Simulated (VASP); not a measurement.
# PtSe2 (P-3m1) in VASP: notebook, part 3 of 3

VASP 6.6.1. The steps go on from the part before.

## Step 5: Single point, r2SCAN (biaxial strain in the a-b plane: -1.0 %)

POSCAR

```
PtSe2
1.0
    3.6803074578      0.0000000000      0.0000000000
   -1.8401537289      3.1872397522      0.0000000000
    0.0000000000      0.0000000000      5.8567841653
Pt Se
1 2
Direct
    0.0000000000      0.0000000000      0.0000000000
    0.6666666667      0.3333333333      0.7747925649
    0.3333333333      0.6666666667      0.2252074351
```

INCAR.step1

```
SYSTEM = PtSe2
ALGO = Normal
EDIFF = 1E-4
ENCUT = 520
GGA = PE
ISMEAR = 0
LASPH = .TRUE.
LCHARG = .FALSE.
LREAL = .FALSE.
LWAVE = .TRUE.
NBANDS = 18
NELM = 100
PREC = Accurate
SIGMA = 0.02
```

INCAR.step2

```
SYSTEM = PtSe2
ALGO = Normal
EDIFF = 1E-6
ENCUT = 520
ISIF = 2
ISMEAR = 0
ISTART = 1
LASPH = .TRUE.
LCHARG = .TRUE.
LELF = .TRUE.
LMIXTAU = .TRUE.
LREAL = .FALSE.
LVHAR = .TRUE.
LWAVE = .FALSE.
METAGGA = R2SCAN
NBANDS = 18
NELM = 100
PREC = Accurate
SIGMA = 0.02
```

KPOINTS

```
k-points
0
G
  12 12 6
  0 0 0
```

Potentials or basis: VASP PAW PBE potentials, release 64 (Pt, Se).

The run is started by

```console
cat potpaw_PBE.64/Pt/POTCAR potpaw_PBE.64/Se/POTCAR > POTCAR
cp INCAR.step1 INCAR
mpirun -np 1 vasp_std > vasp.out
cp INCAR.step2 INCAR
mpirun -np 1 vasp_std > vasp.out
```

OUTCAR:

```text
SYSTEM = PtSe2
   EDIFF = 1E-6
   ENCUT = 520
   ISIF = 2
   ISMEAR = 0
   ISTART = 1
   LASPH = .TRUE.
   LREAL = .FALSE.
   METAGGA = R2SCAN
   NELM = 100
   PREC = Accurate

 ion  position               nearest neighbor table
   1  0.000  0.000  0.000-   2 2.50   3 2.50   2 2.50   3 2.50   2 2.50   3 2.50
   2  0.667  0.333  0.775-   1 2.50   1 2.50   1 2.50
   3  0.333  0.667  0.225-   1 2.50   1 2.50   1 2.50

  LATTYP: Found a hexagonal cell.
 ALAT       =     3.6803074578
 C/A-ratio  =     1.5913844787

  Lattice vectors:

 A1 = (   3.6803074578,   0.0000000000,   0.0000000000)
 A2 = (  -1.8401537289,   3.1872397522,   0.0000000000)
 A3 = (   0.0000000000,   0.0000000000,   5.8567841653)

Analysis of symmetry for initial positions (statically):
=====================================================================
 Subroutine PRICEL returns:
 Original cell was already a primitive cell.

 Routine SETGRP: Setting up the symmetry group for a
 hexagonal supercell.

 Subroutine GETGRP returns: Found 12 space group operations
 (whereof 12 operations were pure point group operations)
[... 164 lines left out ...]
  energy without entropy =      -81.48777128  energy(sigma->0) =      -81.48777128

 E-fermi :   4.5704     XC(G=0): -10.4454

 val. band max:        4.4292327957   @ k =   0.0833   0.0000   0.0000
 cond. band min:       5.0874420084   @ k =   0.0000   0.2500   0.3333
 fundamental gap:      0.6582092128
 Fermi energy:         4.5703771004

 k-point     1 :       0.0000    0.0000    0.0000
  band No.  band energies     occupation
      1     -10.9339      2.00000
      2      -8.7618      2.00000
      3      -2.0245      2.00000
      4      -1.5346      2.00000
      5      -1.5346      2.00000
      6       0.7741      2.00000
[... 481 lines left out ...]
      5      -1.2872      2.00000
      6       0.2595      2.00000
[... 10 lines left out ...]
     17      13.8969      0.00000
     18      14.1406      0.00000

 [... further k-points ...]

------------------------ aborting loop because EDIFF is reached ----------------------------------------

  FORCE on cell =-STRESS in cart. coord.  units (eV):
  Direction    XX          YY          ZZ          XY          YZ          ZX
  --------------------------------------------------------------------------------------
  -------------------------------------------------------------------------------------
  Total        1.1286437      1.1286437      0.4728443      0.0000000      0.0000000      0.0000000
  in kB       26.3214236     26.3214236     11.0273368      0.0000000      0.0000000      0.0000000
  external PRESSURE =      21.2233947 kB  Pullay stress =       0.0000000 kB

 VOLUME and BASIS-vectors are now :
 -----------------------------------------------------------------------------
  energy-cutoff  :      520.00
  volume of cell :       68.70
      direct lattice vectors                 reciprocal lattice vectors
     3.680307458  0.000000000  0.000000000     0.271716429  0.156875553  0.000000000
    -1.840153729  3.187239752  0.000000000     0.000000000  0.313751107  0.000000000
     0.000000000  0.000000000  5.856784165     0.000000000  0.000000000  0.170742164

 POSITION                                       TOTAL-FORCE (eV/Angst)
 -----------------------------------------------------------------------------------
      0.00000      0.00000      0.00000        -0.000000      0.000000      0.000000
      1.84015      1.06241      4.53779         0.000000      0.000000     -0.155921
     -0.00000      2.12483      1.31899        -0.000000     -0.000000      0.155921
 -----------------------------------------------------------------------------------
    total drift:                                0.000000      0.000000      0.000000

  FREE ENERGIE OF THE ION-ELECTRON SYSTEM (eV)
  ---------------------------------------------------
  free  energy   TOTEN  =       -81.4877712831 eV

  energy  without entropy=      -81.4877712831  energy(sigma->0) =      -81.48777128
```

OSZICAR.step1:

```text
N       E                     dE             d eps       ncg     rms          rms(c)
DAV:   1     0.113101369283E+03    0.11310E+03   -0.98992E+03  3632   0.106E+03
DAV:   2    -0.956039722347E+01   -0.12266E+03   -0.11835E+03  4480   0.210E+02
DAV:   3    -0.150437146651E+02   -0.54833E+01   -0.54474E+01  4442   0.445E+01
DAV:   4    -0.150905070473E+02   -0.46792E-01   -0.46774E-01  4426   0.444E+00
DAV:   5    -0.150911127198E+02   -0.60567E-03   -0.60565E-03  4418   0.484E-01    0.129E+01
DAV:   6    -0.144526904556E+02    0.63842E+00   -0.39005E+00  3680   0.189E+01    0.721E+00
DAV:   7    -0.142713177939E+02    0.18137E+00   -0.77117E-01  3668   0.873E+00    0.379E+00
DAV:   8    -0.142535463129E+02    0.17771E-01   -0.47127E-02  4068   0.161E+00    0.752E-01
DAV:   9    -0.142513025348E+02    0.22438E-02   -0.78030E-03  3998   0.871E-01    0.175E-01
DAV:  10    -0.142515985138E+02   -0.29598E-03   -0.13775E-03  4156   0.237E-01    0.529E-02
DAV:  11    -0.142515979941E+02    0.51980E-06   -0.62306E-05  2500   0.683E-02
   1 F= -.14251598E+02 E0= -.14251598E+02  d E =-.427591E-14
```

Run time: 7.1 min. Hardware: 1 thread of AMD EPYC 7R13 (Zen 3), shared host; peak memory 0.26 GiB.

Results:

- Free energy: -81.4878 eV
- Pressure: 2.1 GPa
- Largest force: 0.156 eV/Å
- Band gap on the k mesh: 0.66 eV (least direct gap 1.00 eV)

Forces in eV/Å, atoms in the order of the input:
```
Pt   0.000  0.000  0.000
Se   0.000  0.000 -0.156
Se   0.000  0.000  0.156
```

Stress tensor (GPa, compression positive):
```
2.63 0.00 0.00
0.00 2.63 0.00
0.00 0.00 1.10
```

Levels at points of the mesh, in eV from the valence-band top:
| k point | band 9 | band 10 | band 11 | band 12 | band 13 | band 14 |
| --- | --- | --- | --- | --- | --- | --- |
| (0.00, 0.00, 0.00) | -0.52 | -0.52 | -0.04 | 2.52 | 2.52 | 5.00 |
| (0.50, 0.00, 0.00) | -2.71 | -2.57 | -2.57 | 1.69 | 2.60 | 5.12 |
| (0.00, 0.00, 0.50) | -1.53 | -0.63 | -0.63 | 2.77 | 2.77 | 5.67 |
| (0.50, 0.00, 0.50) | -2.73 | -2.36 | -1.55 | 2.12 | 2.27 | 4.63 |

Caveat: the cell differs from its parent crystal (biaxial strain in the a-b plane: -1.0 %); the PAW data sets were made with another functional, which shifts forces and pressure a little; spin-orbit coupling is left out, which moves the levels of the heavy elements. A k mesh can miss the band edges.

## Step 6: Single point, r2SCAN (biaxial strain in the a-b plane: +2.0 %, then relaxed in part)

POSCAR

```
PtSe2
1.0
    3.7918319262      0.0000000000      0.0000000000
   -1.8959159631      3.2838227750      0.0000000000
    0.0000000000      0.0000000000      5.5328381640
Pt Se
1 2
Direct
    0.0000000000      0.0000000000      0.0000000000
    0.6666666667      0.3333333333      0.7701087072
    0.3333333333      0.6666666667      0.2298912928
```

INCAR.step1

```
SYSTEM = PtSe2
ALGO     = Normal         ! electronic algorithm
EDIFF    = 1E-4           ! SCF threshold, eV
ENCUT    = 520            ! plane-wave cutoff, eV
GGA      = PE             ! functional
ISMEAR   = 0              ! smearing method
LASPH    = .TRUE.         ! aspherical terms in the spheres
LCHARG   = .FALSE.        ! write CHGCAR
LREAL    = .FALSE.        ! projectors in reciprocal space
LWAVE    = .TRUE.         ! write WAVECAR
NBANDS   = 18             ! bands
NELM     = 80             ! most SCF steps
PREC     = Accurate       ! precision mode
SIGMA    = 0.02           ! smearing width, eV
```

INCAR.step2

```
SYSTEM = PtSe2
ALGO     = Normal         ! electronic algorithm
EDIFF    = 1E-6           ! SCF threshold, eV
ENCUT    = 520            ! plane-wave cutoff, eV
ISIF     = 2              ! what is computed and relaxed
ISMEAR   = 0              ! smearing method
ISTART   = 1            
LASPH    = .TRUE.         ! aspherical terms in the spheres
LCHARG   = .TRUE.         ! write CHGCAR
LELF     = .TRUE.         ! ELF
LMIXTAU  = .TRUE.       
LREAL    = .FALSE.        ! projectors in reciprocal space
LVHAR    = .TRUE.       
LWAVE    = .FALSE.        ! write WAVECAR
METAGGA  = R2SCAN         ! meta-GGA
NBANDS   = 18             ! bands
NELM     = 80             ! most SCF steps
PREC     = Accurate       ! precision mode
SIGMA    = 0.02           ! smearing width, eV
```

KPOINTS is that of step 5.

Potentials or basis: VASP PAW PBE potentials, release 64 (Pt, Se).

The run is started by

```console
cat potpaw_PBE.64/Pt/POTCAR potpaw_PBE.64/Se/POTCAR > POTCAR
cp INCAR.step1 INCAR
mpirun -np 1 vasp_std > vasp.out
cp INCAR.step2 INCAR
mpirun -np 1 vasp_std > vasp.out
```

Wall time 5.7 min (1 thread of AMD EPYC 7R13 (Zen 3), shared host); peak memory 0.24 GiB.

Results (log left out):

```
Free energy            : -81.4721 eV
Pressure               : -2.0 GPa
Largest force          : 0.008 eV/Å
Band gap on the k mesh : 0.27 eV (least direct gap 0.79 eV)
```

Forces in eV/Å, atoms in the order of the input:
```
Pt   0.000  0.000  0.000
Se   0.000  0.000 -0.008
Se   0.000  0.000  0.008
```

Stress tensor (GPa, compression positive):
```
-3.07  0.00  0.00
 0.00 -3.07  0.00
 0.00  0.00  0.00
```

Levels at points of the mesh, in eV from the valence-band top:
```csv
k point,band 7,band 8,band 9,band 10,band 11,band 12,band 13,band 14,band 15,band 16
"(0.00, 0.00, 0.00)",-3.83,-2.35,-0.99,-0.99,0.00,1.92,1.92,4.40,4.69,7.85
"(0.50, 0.00, 0.00)",-3.40,-3.30,-3.12,-2.97,-2.81,1.13,2.25,4.74,6.25,7.79
"(0.00, 0.00, 0.50)",-3.84,-2.40,-1.69,-1.18,-1.18,2.30,2.30,5.28,6.20,7.50
"(0.50, 0.00, 0.50)",-3.40,-3.34,-3.04,-2.81,-1.51,1.57,1.64,4.52,5.51,7.60
```

Caveat: the cell differs from its parent crystal (biaxial strain in the a-b plane: +2.0 %, then relaxed in part); the PAW data sets were made with another functional, which shifts forces and pressure a little; spin-orbit coupling is left out, which moves the levels of the heavy elements. A k mesh can miss the band edges.

## Step 7: Summary

| cell | gap on the mesh (eV) | pressure (GPa) | largest force (eV/Å) |
| --- | --- | --- | --- |
| a = 3.606, b = 3.606, c = 5.927 Å, angles 90.0, 90.0, 120.0°, 3 atoms, atomic positions A | 0.84 | 8.3 | 0.79 |
| a = 3.643, b = 3.643, c = 5.892 Å, angles 90.0, 90.0, 120.0°, 3 atoms, atomic positions B | 0.75 | 5.2 | 0.48 |
| a = 3.829, b = 3.829, c = 5.383 Å, angles 90.0, 90.0, 120.0°, 3 atoms, atomic positions C | 0.13 | -3.1 | 0.01 |
| a = 3.680, b = 3.680, c = 5.857 Å, angles 90.0, 90.0, 120.0°, 3 atoms, atomic positions D | 0.66 | 2.1 | 0.16 |
| a = 3.792, b = 3.792, c = 5.533 Å, angles 90.0, 90.0, 120.0°, 3 atoms, atomic positions E | 0.27 | -2.0 | 0.01 |

Alike in all rows: task single point; level r2SCAN; potentials or basis VASP PAW PBE potentials, release 64 (Pt, Se); no spin polarisation; k mesh 12 × 12 × 6; cutoff (eV) 520; smearing gaussian 0.02 eV.

Caveats: the PAW data sets were made with another functional, which shifts forces and pressure a little; spin-orbit coupling is left out, which moves the levels of the heavy elements; the cell stands under pressure (at least some runs); the cell stands under tension (at least some runs).

Total energies depend on the potentials used, so only differences within one code and one set of settings carry meaning.
